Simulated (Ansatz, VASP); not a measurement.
## MnSb in VASP and in Ansatz

The input INCAR:

```
SYSTEM = MnSb
ALGO = Normal
EDIFF = 1E-6
ENCUT = 520
GGA = PS
ISIF = 2
ISMEAR = -1
ISPIN = 2
LASPH = .True.
LCHARG = .True.
LDAU = .True.
LDAUJ = 0 0
LDAUL = -1 2
LDAUPRINT = 1
LDAUTYPE = 2
LDAUU = 0 2
LELF = .True.
LMAXMIX = 4
LORBIT = 11
LREAL = .False.
LVHAR = .True.
LWAVE = .False.
MAGMOM = 0 0 4 4
NBANDS = 30
NELM = 150
PREC = Accurate
SIGMA = 0.05
```

Contents of KPOINTS:

```
k-points
0
Gamma
  7 7 5
  0 0 0
```

The input POSCAR:

```
MnSb
1.0
    4.1500000000      0.0000000000      0.0000000000
   -2.0750000000      3.5940054257      0.0000000000
    0.0000000000      0.0000000000      5.7800000000
Sb Mn
2 2
Direct
    0.6666666667      0.3333333333      0.7500000000
    0.3333333333      0.6666666667      0.2500000000
    0.0000000000      0.0000000000      0.5000000000
    0.0000000000      0.0000000000      0.0000000000
```

input.yaml

```yaml
crystal:
  lattice:
    - [4.15, 0.0, 0.0]
    - [-2.075, 3.5940054257, 0.0]
    - [0.0, 0.0, 5.78]
  atoms:
    - { symbol: Sb, position: [0.6666666667, 0.3333333333, 0.75] }
    - { symbol: Sb, position: [0.3333333333, 0.6666666667, 0.25] }
    - { symbol: Mn, position: [0.0, 0.0, 0.5], spin: 4.0 }
    - { symbol: Mn, position: [0.0, 0.0, 0.0], spin: 4.0 }
hamiltonian:
  xc: pbesol
  pseudopotentials: { kind: paw }
  hubbard: { sites: [{ species: Mn, l: d, u_eff: 2.0 }] }
magnetization:
  spin_polarized: true
kpoints:
  mp_grid: { grid: [7, 7, 5] }
scf:
  occupations: { method: fermi_dirac, width: 0.05 }
  n_extra_bands: 10
output:
  forces: true
  stress: true
  eigenvalues: true
  dos: { projected: true, de: 0.05, nscf_kmesh: { grid: [11, 11, 8] } }
  write_density: true
  write_potential: true
  elf: true
  volumetric_format: npy
```

Alike in both runs: functional PBEsol; k mesh 7 × 7 × 5; occupations fermi-dirac, width 0.05 eV; collinear spin; Hubbard terms Mn d U = 2.0 eV.

|  | VASP | Ansatz |
| --- | --- | --- |
| version | VASP 6.6.1 | Ansatz 0.2.0 |
| potentials or method | VASP PAW PBE potentials, release 64 (Sb, Mn_pv) | Ansatz PAW |
| plane-wave cutoff (eV) | 520 | 420 |
| valence electrons in the cell | 36 | 60 |
| task | single point | projected density of states |

Ansatz gave:

```
gap on the k mesh at the Fermi level (eV)                     : none
pressure (GPa)                                                : -0.5
traceless stress, the component that is largest in VASP (GPa) : 0.16
net moment per atom (μB)                                      : 1.91
size of the moment on the site where the two differ most (μB) : 3.91
```

**Question.** Which values does VASP return?

**Answer.** gap on the k mesh at the Fermi level (eV): none; pressure (GPa): -0.8; traceless stress, the component that is largest in VASP (GPa): 0.26; net moment per atom (μB): 1.90; size of the moment on the site where the two differ most (μB): 3.89.

VASP's potentials were made for PBE, not for PBEsol. Site moments also hang on the region over which each program counts them. The programs project onto different local orbitals, so the same U acts differently, and such runs can settle in different states. A gap of «none» marks a metal or a gap that the smearing closes. VASP's potentials hold 36 valence electrons a cell and Ansatz's 60, so a difference there can come from the potentials and not from the codes.

Spin-orbit coupling is off throughout. Noted on Ansatz's run: the magnetic or orbital state may not be the lowest.
